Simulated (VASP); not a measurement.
Runs of VASP 6.6.1 on W. The structure is that of space group Fm-3m (No. 225), or close to it. The cells are those of the table. 

```csv
task,cell,cutoff (eV),gap on the mesh (eV),pressure (GPa)
relaxation of cell and atoms,"relaxed to 20 GPa from a = 2.871 Å, angles 60.0°, 1 atom",600,none,20.0
single point,"a = 2.798 Å, angles 60.0°, 1 atom",520,none,10.8
relaxation of cell and atoms,"relaxed to 5 GPa from a = 2.871 Å, angles 60.0°, 1 atom",600,none,5.0
relaxation of cell and atoms,"relaxed to 10 GPa from a = 2.871 Å, angles 60.0°, 1 atom",600,none,10.0
relaxation of cell and atoms,"relaxed from a = 2.871 Å, angles 60.0°, 1 atom",600,none,-0.1
single point,"a = 2.827 Å, angles 60.0°, 1 atom",520,none,0.7
single point,"a = 2.812 Å, angles 60.0°, 1 atom",520,none,5.7
single point,"a = 2.772 Å, angles 60.0°, 1 atom",520,none,(a)
```

Alike in all rows: level PBEsol; potentials or basis VASP PAW PBE potentials, release 64 (W_sv); no spin polarisation; k mesh 14 × 14 × 14; smearing methfessel-paxton 0.1 eV.

Question: Estimate the missing entries.

Answer: (a) 21.0.

Caveats: the PAW data sets were made with another functional, which shifts forces and pressure a little; spin-orbit coupling is left out, which moves the levels of the heavy elements; the cell is relaxed towards a set pressure, so the enthalpy falls and the energy may rise (some runs).

A k mesh can miss the band edges, and the runs leave out spin-orbit coupling on W.

A gap of «none» marks levels without a gap at the run's occupations.
